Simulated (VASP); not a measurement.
Set up this calculation in VASP 6.6.1, as the native input.

```
Task                   : single point
Functional             : LDA
Potentials or basis    : VASP PAW LDA potentials, release 64 (Nb_sv, P)
Cutoff                 : 520 eV
k mesh                 : 18 × 18 × 18
Occupations            : gaussian, width 0.1 eV
Spin                   : no spin polarisation
Dipole correction      : no
Further INCAR settings : ALGO = Normal; EDIFF = 1e-06; NBANDS = 26
```

The structure of NbP lies in POSCAR:

```
NbP
1.0
   -1.6518067150      1.6518067150      5.6146850729
    1.6518067150     -1.6518067150      5.6146850729
    1.6518067150      1.6518067150     -5.6146850729
Nb P
2 2
Direct
    0.7502032126      0.7502032126      0.0000000000
    0.5002032126      1.0002032126      0.5000000000
    0.3324253624      0.3324253624      0.0000000000
    0.0824253624      0.5824253624      0.5000000000
```

The input as run:

INCAR

```
SYSTEM = NbP
PREC = Accurate
ENCUT = 520
EDIFF = 1E-6
ISMEAR = 0
SIGMA = 0.1
LREAL = .FALSE.
LASPH = .TRUE.
NELM = 60
ALGO = Normal
ISIF = 2
LWAVE = .FALSE.
LCHARG = .FALSE.
NBANDS = 26
```

KPOINTS

```
regular mesh
0
G
  18 18 18
  0 0 0
```

Potentials or basis: VASP PAW LDA potentials, release 64 (Nb_sv, P).

Launch:

```sh
$ cat potpaw_LDA.64/Nb_sv/POTCAR potpaw_LDA.64/P/POTCAR > POTCAR
$ mpirun -np 1 vasp_std > vasp.out
```

It gave:

The pressure is -0.2 GPa and the band gap on the k mesh is zero (bands 18 and 19 overlap by 0.08 eV).

It took 19 min on 1 thread of Intel(R) Xeon(R) Platinum 8488C (Sapphire Rapids), on a shared host, peak memory 0.73 GiB.
